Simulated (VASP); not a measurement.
BP: single point with PBE0

The system is BP.

```
CELL_PARAMETERS angstrom
0.00000 2.29886 2.29886
2.29886 0.00000 2.29886
2.29886 2.29886 0.00000
ATOMIC_POSITIONS crystal
P 0.75000 0.75000 0.75000
B 0.00000 0.00000 0.00000
```

| Property | Result |
| --- | --- |
| Program | VASP 6.6.1 |
| Task | single point |
| Functional | PBE0 |
| Potentials or basis | VASP PAW PBE potentials, release 64 (P, B) |
| Cutoff | 520 eV |
| k mesh | 5 × 5 × 5 |
| Occupations | fermi-dirac, width 0.05 eV |
| Spin | no spin polarisation |

```yaml
Pressure: -8.1 GPa
Band_gap_on_the_k_mesh: 2.77 eV (least direct gap 5.02 eV)
```

Levels at points of the mesh, in eV from the valence-band top:
```tsv
k point	band 1	band 2	band 3	band 4	band 5	band 6	band 7	band 8
(0.00, 0.00, 0.00)	-16.78	0.00	0.00	0.00	5.02	5.02	5.02	8.84
```

It took 2.6 min on 1 thread of AMD EPYC 7R43 64-Core Processor (Zen 3), with other jobs on the host, peak memory 0.11 GiB.

Caveat: the k points lie up to 0.47 Å⁻¹ apart; the PAW data sets were made with another functional, which shifts forces and pressure a little; an odd mesh through Γ misses points on the zone boundary, where band edges can lie.
